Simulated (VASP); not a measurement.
Set up this calculation in VASP 6.6.1, as the native input.

| Property | Result |
| --- | --- |
| Task | relaxation of the atoms |
| Functional | LDA |
| Potentials or basis | VASP PAW LDA potentials, release 64 (Mg, Li_sv) |
| Cutoff | 520 eV |
| k mesh | 4 × 5 × 1 |
| Occupations | gaussian, width 0.1 eV |
| Spin | no spin polarisation |
| Dipole correction | yes |
| Atoms held fixed (from 0) | [0, 1, 2, 3, 4, 5, 6, 7] |
| Further INCAR settings | ALGO = Fast; EDIFF = 1e-06; IBRION = 2; EDIFFG = -0.025; NSW = 36 |
| Atoms held along some axes (from 0) | atom 8 along a and b |

The structure of LiMg8 lies in POSCAR:

```
LiMg8
1.0
    6.2932257366      0.0000000000      0.0000000000
    0.0000000000      5.0388886594      0.0000000000
    0.0000000000      0.0000000000     19.0846137325
Mg Li
8 1
Selective dynamics
Direct
    0.0000000000      0.7500000000      0.2095929242  F F F
    0.5000000000      0.7500000000      0.2095929242  F F F
    0.2500000000      0.2500000000      0.2571887995  F F F
    0.7500000000      0.2500000000      0.2571887995  F F F
    0.2500000000      0.7500000000      0.3565915112  F F F
    0.7500000000      0.7500000000      0.3565915112  F F F
    0.0000000000      0.2500000000      0.3974203428  F F F
    0.5000000000      0.2500000000      0.3974203428  F F F
    0.0625000000      0.2500000000      0.5336980386  F F T
```

The input as run:

INCAR

```
SYSTEM = LiMg8
PREC = Accurate
ENCUT = 520
EDIFF = 1E-6
ISMEAR = 0
SIGMA = 0.1
LREAL = .FALSE.
LASPH = .TRUE.
NELM = 60
ALGO = Fast
ISIF = 2
LWAVE = .FALSE.
LCHARG = .FALSE.
LDIPOL = .TRUE.
IDIPOL = 3
DIPOL = 0.5 0.5 0.331
IBRION = 2
NSW = 36
EDIFFG = -0.025
```

KPOINTS

```
regular mesh
0
G
  4 5 1
  0 0 0
```

Potentials or basis: VASP PAW LDA potentials, release 64 (Mg, Li_sv).

Command:

```sh
$ cat potpaw_LDA.64/Mg/POTCAR potpaw_LDA.64/Li_sv/POTCAR > POTCAR
$ mpirun -np 1 vasp_std > vasp.out
```

It gave:

```yaml
Energy_gained_by_relaxing: 0.0 meV/atom
Ionic_steps: 3
Band_gap_on_the_k_mesh: zero (an odd number of electrons rules out a gap without spin polarisation)
```

Run time: 5.2 min on 1 thread of Oxide Virtual Turin-like Processor (shared host), peak memory 0.42 GiB.
